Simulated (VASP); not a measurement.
A run of VASP 6.6.1:

Contents of INCAR:

```
SYSTEM = ZnS
  PREC = Accurate
  ENCUT = 520
  EDIFF = 1E-6
  ISMEAR = 0
  SIGMA = 0.02
  LREAL = .False.
  LASPH = .True.
  NELM = 100
  ALGO = Normal
  ISIF = 2
  LWAVE = .False.
  LCHARG = .False.
  GGA = PE
  NBANDS = 26
```

Contents of KPOINTS:

```
Automatic mesh
0
Gamma
  12 12 6
  0 0 0
```

Contents of POSCAR:

```
ZnS
1.0
    3.7219504744      0.0000000000      0.0000000000
   -1.8609752372      3.2233036625      0.0000000000
    0.0000000000      0.0000000000      6.1248039497
Zn S
2 2
Direct
    0.3333333333      0.6666666667      0.0058881503
    0.6666666667      0.3333333333      0.5058881503
    0.3333333333      0.6666666667      0.3791118397
    0.6666666667      0.3333333333      0.8791118397
```

Potentials or basis: VASP PAW PBE potentials, release 64 (Zn, S).

Launch:

```sh
$ cat potpaw_PBE.64/Zn/POTCAR potpaw_PBE.64/S/POTCAR > POTCAR
$ mpirun -np 1 vasp_std > vasp.out
```

Hardware: 1 thread of Intel(R) Xeon(R) 6975P-C (Granite Rapids), on a shared host.

Q: Estimate the wall time of this run.

A: It took 71 s on 1 thread of Intel(R) Xeon(R) 6975P-C (Granite Rapids), with other jobs on the host, peak memory 0.25 GiB. Counts: scf iterations 14, k points 76.
